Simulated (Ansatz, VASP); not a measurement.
**Ti: VASP beside Ansatz**

```xyz
5
Lattice="2.9399 0.0000 0.0000 -1.4700 2.5461 0.0000 0.0000 0.0000 31.0671" Properties=species:S:1:pos:R:3 pbc="T T T"
Ti    0.0000    0.0000   11.0000
Ti    0.0000    1.6974   13.1560
Ti    0.0000    0.0000   15.5336
Ti    0.0000    1.6974   17.9111
Ti    0.0000    0.0000   20.0671
```

Alike in both runs: task single point; functional PBE; k mesh 13 × 13 × 1; occupations fermi-dirac, width 0.05 eV; no spin polarisation.

```csv
,VASP,Ansatz
version,VASP 6.6.1,Ansatz 0.2.0
potentials or method,"VASP PAW PBE potentials, release 64 (Ti_sv), cutoff 520 eV","all-electron LAPW, scalar-relativistic"
```

Ansatz gave:

```
rms of the force components (eV/Å) : 0.001
```

**Question.** Estimate VASP's values.

**Answer.** rms of the force components (eV/Å): 0.006.

Atom by atom the forces differ by 0.006 eV/Å (rms over components). Ansatz ran all-electron here, and VASP with PAW potentials.
